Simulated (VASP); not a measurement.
# TiC (P1) in VASP: single point with PBEsol

Aim: the single point of TiC with PBEsol.

All numbers are computed with VASP 6.6.1; they aren't measurements. Logs are shortened: lines on timing, memory, paths and dates and some standing lists are left out, and cuts for length are marked.

**1. The cell of the first run**

The typed cell holds 2 atoms: a = 3.036 Å, b = 3.036 Å, c = 3.036 Å, α = 60.00°, β = 60.00°, γ = 60.00°.

**2. Single point, PBEsol (atoms moved at random)**

INCAR

```
SYSTEM = TiC
PREC     = Accurate       ! precision mode
ENCUT    = 600            ! plane-wave cutoff, eV
EDIFF    = 1E-6           ! SCF threshold, eV
ISMEAR   = 0              ! smearing method
SIGMA    = 0.15           ! smearing width, eV
LREAL    = .FALSE.        ! projectors in reciprocal space
LASPH    = .TRUE.         ! aspherical terms in the spheres
NELM     = 120            ! most SCF steps
ALGO     = Normal         ! electronic algorithm
ISIF     = 2              ! what is computed and relaxed
LWAVE    = .FALSE.        ! write WAVECAR
LCHARG   = .TRUE.         ! write CHGCAR
GGA      = PS             ! functional
LELF     = .TRUE.         ! ELF
LVHAR    = .TRUE.       
NBANDS   = 15             ! bands
GGA_COMPAT= .FALSE.
```

KPOINTS

```
Automatic mesh
0
G
  14 14 14
  0 0 0
```

POSCAR

```
TiC
1.0
    0.0000000000      2.1466854677      2.1466854677
    2.1466854677      0.0000000000      2.1466854677
    2.1466854677      2.1466854677      0.0000000000
Ti C
1 1
Direct
   -0.0080298348     -0.0041874170      0.0187040060
    0.5080298348      0.5041874170      0.4812959940
```

Potentials or basis: VASP PAW PBE potentials, release 64 (Ti_sv, C).

Command:

```
cat potpaw_PBE.64/Ti_sv/POTCAR potpaw_PBE.64/C/POTCAR > POTCAR
mpirun -np 1 vasp_std > vasp.out
```

OUTCAR:

```text
SYSTEM = TiC
   PREC = Accurate
   ENCUT = 600
   EDIFF = 1E-6
   ISMEAR = 0
   LREAL = .FALSE.
   LASPH = .TRUE.
   NELM = 120
   ISIF = 2
   GGA = PS

 ion  position               nearest neighbor table
   1  0.992  0.996  0.019-   2 2.09   2 2.10   2 2.10   2 2.19   2 2.20   2 2.21
   2  0.508  0.504  0.481-   1 2.09   1 2.10   1 2.10   1 2.19   1 2.20   1 2.21

  LATTYP: Found a face centered cubic cell.
 ALAT       =     4.2933709354

  Lattice vectors:

 A1 = (   0.0000000000,   2.1466854677,   2.1466854677)
 A2 = (   2.1466854677,   0.0000000000,   2.1466854677)
 A3 = (   2.1466854677,   2.1466854677,   0.0000000000)

Analysis of symmetry for initial positions (statically):
=====================================================================
 Subroutine PRICEL returns:
 Original cell was already a primitive cell.

 Routine SETGRP: Setting up the symmetry group for a
 face centered cubic supercell.

 Subroutine GETGRP returns: Found  1 space group operations
 (whereof  1 operations were pure point group operations)
 out of a pool of 48 trial point group operations.

The static configuration has the point symmetry C_1 .

Analysis of symmetry for dynamics (positions and initial velocities):
=====================================================================
 Subroutine PRICEL returns:
 Original cell was already a primitive cell.

 Routine SETGRP: Setting up the symmetry group for a
 face centered cubic supercell.

 Subroutine GETGRP returns: Found  1 space group operations
 (whereof  1 operations were pure point group operations)
 out of a pool of 48 trial point group operations.

The dynamic configuration has the point symmetry C_1 .

 Subroutine INISYM returns: Found  1 space group operations
 (whereof  1 operations are pure point group operations),
 and found     1 'primitive' translations

----------------------------------------------------------------------------------------

                                     Primitive cell

  volume of cell :      19.7850

  direct lattice vectors                    reciprocal lattice vectors
     0.000000000  2.146685468  2.146685468    -0.232917215  0.232917215  0.232917215
     2.146685468  0.000000000  2.146685468     0.232917215 -0.232917215  0.232917215
     2.146685468  2.146685468  0.000000000     0.232917215  0.232917215 -0.232917215

  length of vectors
     3.035871703  3.035871703  3.035871703     0.403424450  0.403424450  0.403424450

  position of ions in fractional coordinates (direct lattice)
     0.991970165  0.995812583  0.018704006
     0.508029835  0.504187417  0.481295994

  ion indices of the primitive-cell ions
   primitive index   ion index
                 1           1
                 2           2

----------------------------------------------------------------------------------------

 KPOINTS: Automatic mesh

Automatic generation of k-mesh.
 Grid dimensions read from file:
 generate k-points for:   14   14   14

 Generating k-lattice:

  Cartesian coordinates                     Fractional coordinates (reciprocal lattice)
    -0.016636944  0.016636944  0.016636944     0.071428571  0.000000000  0.000000000
     0.016636944 -0.016636944  0.016636944     0.000000000  0.071428571  0.000000000
     0.016636944  0.016636944 -0.016636944     0.000000000  0.000000000  0.071428571

  Length of vectors
     0.028816032  0.028816032  0.028816032

  Shift w.r.t. Gamma in fractional coordinates (k-lattice)
     0.000000000  0.000000000  0.000000000

 Subroutine IBZKPT returns following result:
 ===========================================

 Found   1376 irreducible k-points:

 Following reciprocal coordinates:
            Coordinates               Weight
  0.000000  0.000000  0.000000      1.000000
  0.071429  0.000000  0.000000      2.000000
  0.000000  0.071429  0.000000      2.000000
  0.000000  0.000000  0.071429      2.000000
  0.071429  0.071429  0.071429      2.000000
  0.142857  0.000000  0.000000      2.000000
[... 16 lines left out ...]
  0.000000  0.428571  0.000000      2.000000
  0.000000  0.000000  0.428571      2.000000
 [... further k-points ...]
   k-points           NKPTS =   1376   k-points in BZ     NKDIM =   1376   number of bands    NBANDS=     15
   number of dos      NEDOS =    301   number of ions     NIONS =      2
   total plane-waves  NPLWV =  13824
   dimension x,y,z NGX =    24 NGY =   24 NGZ =   24
   dimension x,y,z NGXF=    48 NGYF=   48 NGZF=   48
   ions per type =               1   1
   NGX,Y,Z   is equivalent  to a cutoff of  13.14, 13.14, 13.14 a.u.
   NGXF,Y,Z  is equivalent  to a cutoff of  26.29, 26.29, 26.29 a.u.
 SYSTEM =  TiC
   PREC   = accura    normal or accurate (medium, high low for compatibility)
   ISTART =      0    job   : 0-new  1-cont  2-samecut
   ICHARG =      2    charge: 1-file 2-atom 10-const
   ISPIN  =      1    spin polarized calculation?
   LNONCOLLINEAR =      F non collinear calculations
   LSORBIT =      F    spin-orbit coupling
   LASPH  =      T    aspherical Exc in radial PAW
   ENCUT  =  600.0 eV  44.10 Ry    6.64 a.u.   6.06  6.06  6.06*2*pi/ulx,y,z
   NELM   =    120;   NELMIN=  2; NELMDL= -5     # of ELM steps
   EDIFF  = 0.1E-05   stopping-criterion for ELM
   LREAL  =      F    real-space projection
   EDIFFG = 0.1E-04   stopping-criterion for IOM
   NSW    =      0    number of steps for IOM
   IBRION =     -1    ionic relax: 0-MD 1-quasi-New 2-CG
   NFREE  =      0    steps in history (QN), initial steepest desc. (CG)
   ISIF   =      2    stress and relaxation
   ISYM   =      2    0-nonsym 1-usesym 2-fastsym
   POTIM  = 0.5000    time-step for ionic-motion
   TEBEG  =    0.0;   TEEND  =   0.0 temperature during run
   PSTRESS=    0.0 pullay stress
   NELECT =      16.0000    total number of electrons
   NUPDOWN=      -1.0000    fix difference up-down
   EMIN   =  10.00;   EMAX   =-10.00  energy-range for DOS
   EFERMI =   0.00;   METHOD = LEGACY
   ISMEAR =     0;   SIGMA  =   0.15  broadening in eV -4-tet -1-fermi 0-gaus
   EFERMI_NEDOS =   21; number of points for ismear=-14 and -15
   IALGO  =     38    algorithm
   IMIX   =      4    mixing-type and parameters
     AMIX     =   0.40;   BMIX     =  1.00
     AMIX_MAG =   1.60;   BMIX_MAG =  1.00
  volume/ion in A,a.u.               =       9.89        66.76
  Fermi-wavevector in a.u.,A,eV,Ry     =   1.525234  2.882274 31.651750  2.326338
  Thomas-Fermi vector in A             =   2.633432
   LORBIT       =      0    0 simple, 1 ext, 2 COOP (PROOUT), +10 PAW based schemes
   GGA     = PS    functional components
   LHFCALC =     F    Hartree Fock is set to
   AEXX    =    0.0000 exact exchange contribution
   IVDW    =     0    specifies the selected vdW correction
   LEPSILON=     F    determine dielectric tensor
   LRPA    =     F    only Hartree local field effects (RPA)
 non-spin polarized calculation
 Gauss-broadening in eV      SIGMA  =   0.15
  energy-cutoff  :      600.00
  volume of cell :       19.78
 maximum number of plane-waves:       674
   NGX = 13   NGY = 13   NGZ = 13

 number of electron      15.9999999 magnetization

 Free energy of the ion-electron system (eV)
  ---------------------------------------------------
  ext. energy  EPLUGINS =         0.00000000
  ---------------------------------------------------
  free energy    TOTEN  =       -19.76028738 eV

  energy without entropy =      -19.75719538  energy(sigma->0) =      -19.75874138

 E-fermi :   9.6364     XC(G=0): -12.9935

 val. band max:        9.6234295437   @ k =  -0.1429  -0.0714  -0.0714
 cond. band min:       9.6488400567   @ k =   0.0714   0.4286   0.4286
 fundamental gap:      0.0254105130
 Fermi energy:         9.6363539660

 k-point     1 :       0.0000    0.0000    0.0000
  band No.  band energies     occupation
      1     -46.6367      2.00000
      2     -22.7511      2.00000
      3     -22.7508      2.00000
      4     -22.7503      2.00000
      5      -2.8672      2.00000
      6       9.9689      0.00171
      7      10.1250      0.00000
      8      10.1886      0.00000
      9      10.8196      0.00000
     10      10.9629      0.00000
     11      11.7238      0.00000
     12      11.9857      0.00000
     13      12.0700      0.00000
     14      20.4419      0.00000
     15      23.6101      0.00000

 k-point     2 :       0.0714    0.0000    0.0000
  band No.  band energies     occupation
      1     -46.6326      2.00000
      2     -22.7798      2.00000
      3     -22.7535      2.00000
      4     -22.7531      2.00000
      5      -2.7471      2.00000
      6       9.4133      1.96454
      7       9.8764      0.02361
      8      10.0028      0.00055
      9      10.5916      0.00000
     10      10.7836      0.00000
     11      11.5917      0.00000
     12      12.7771      0.00000
     13      12.8901      0.00000
     14      20.6440      0.00000
     15      23.6851      0.00000

 k-point     3 :       0.0000    0.0714    0.0000
  band No.  band energies     occupation
      1     -46.6326      2.00000
      2     -22.7798      2.00000
      3     -22.7537      2.00000
      4     -22.7530      2.00000
      5      -2.7471      2.00000
      6       9.4030      1.97218
      7       9.8548      0.03940
      8      10.0500      0.00010
      9      10.6402      0.00000
     10      10.7365      0.00000
     11      11.5623      0.00000
     12      12.7511      0.00000
     13      12.9287      0.00000
     14      20.6429      0.00000
     15      23.6863      0.00000

 k-point     4 :       0.0000    0.0000    0.0714
  band No.  band energies     occupation
      1     -46.6326      2.00000
      2     -22.7795      2.00000
      3     -22.7536      2.00000
      4     -22.7531      2.00000
      5      -2.7474      2.00000
      6       9.5320      1.67458
      7       9.8237      0.07728
      8       9.8548      0.03944
      9      10.6229      0.00000
     10      10.6828      0.00000
     11      11.8848      0.00000
     12      12.7446      0.00000
     13      12.7808      0.00000
     14      20.6501      0.00000
     15      23.6780      0.00000
[... 307 lines left out ...]
 k-point    22 :       0.4286    0.0000    0.0000
  band No.  band energies     occupation
      1     -46.5563      2.00000
      2     -23.2854      2.00000
      3     -22.8021      2.00000
      4     -22.8018      2.00000
      5       0.4048      2.00000
      6       4.0604      2.00000
      7       6.7413      2.00000
      8       6.7775      2.00000
      9      12.4860      0.00000
     10      12.4975      0.00000
     11      13.6354      0.00000
     12      17.3913      0.00000
     13      17.8372      0.00000
     14      18.7838      0.00000
     15      25.0481      0.00000

 k-point    23 :       0.0000    0.4286    0.0000
  band No.  band energies     occupation
      1     -46.5562      2.00000
      2     -23.2858      2.00000
      3     -22.8025      2.00000
      4     -22.8017      2.00000
      5       0.4059      2.00000
      6       4.0605      2.00000
      7       6.7478      2.00000
      8       6.7865      2.00000
      9      12.4878      0.00000
     10      12.4917      0.00000
     11      13.6282      0.00000
     12      17.3484      0.00000
     13      17.8136      0.00000
     14      18.8294      0.00000
     15      25.0455      0.00000

 k-point    24 :       0.0000    0.0000    0.4286
  band No.  band energies     occupation
      1     -46.5565      2.00000
      2     -23.2827      2.00000
      3     -22.8017      2.00000
      4     -22.8012      2.00000
      5       0.3984      2.00000
      6       4.0598      2.00000
      7       6.7112      2.00000
      8       6.7129      2.00000
      9      12.5017      0.00000
     10      12.5068      0.00000
     11      13.6791      0.00000
     12      17.8685      0.00000
     13      17.8873      0.00000
     14      18.3814      0.00000
     15      25.0214      0.00000

 [... further k-points ...]

------------------------ aborting loop because EDIFF is reached ----------------------------------------

  FORCE on cell =-STRESS in cart. coord.  units (eV):
  Direction    XX          YY          ZZ          XY          YZ          ZX
  --------------------------------------------------------------------------------------
  -------------------------------------------------------------------------------------
  Total        0.1930931      0.1229126      0.1487453     -0.0792527      0.0667798      0.0906461
  in kB       15.6365891      9.9534051     12.0453258     -6.4178446      5.4078002      7.3404817
  external PRESSURE =      12.5451067 kB  Pullay stress =       0.0000000 kB

 VOLUME and BASIS-vectors are now :
 -----------------------------------------------------------------------------
  energy-cutoff  :      600.00
  volume of cell :       19.78
      direct lattice vectors                 reciprocal lattice vectors
     0.000000000  2.146685468  2.146685468    -0.232917215  0.232917215  0.232917215
     2.146685468  0.000000000  2.146685468     0.232917215 -0.232917215  0.232917215
     2.146685468  2.146685468  0.000000000     0.232917215  0.232917215 -0.232917215

 POSITION                                       TOTAL-FORCE (eV/Angst)
 -----------------------------------------------------------------------------------
      2.17785      2.16960      4.26714        -0.611927     -0.444341      0.511191
      2.11552      2.12377      2.17291         0.611927      0.444341     -0.511191
 -----------------------------------------------------------------------------------
    total drift:                                0.000063     -0.000031     -0.000011

  FREE ENERGIE OF THE ION-ELECTRON SYSTEM (eV)
  ---------------------------------------------------
  free  energy   TOTEN  =       -19.7602873846 eV

  energy  without entropy=      -19.7571953847  energy(sigma->0) =      -19.75874138
```

Run time: 9.9 min. Hardware: 1 thread of Oxide Virtual Turin-like, shared host; peak memory 0.54 GiB.

Results:

```
Free energy            : -19.7603 eV
Pressure               : 1.3 GPa
Largest force          : 0.913 eV/Å
Band gap on the k mesh : zero (bands 8 and 9 overlap by 0.78 eV)
```

Forces on the atoms (eV/Å):
```
Ti  -0.612 -0.444  0.511
C    0.612  0.444 -0.511
```

Stress tensor (GPa, compression positive):
```
 1.56 -0.64  0.73
-0.64  1.00  0.54
 0.73  0.54  1.20
```

Caveat: the cell differs from its parent crystal (atoms moved at random); the PAW data sets were made with another functional, which shifts forces and pressure a little.

The gap in the log of VASP goes by the Fermi energy; the results here count the filled bands.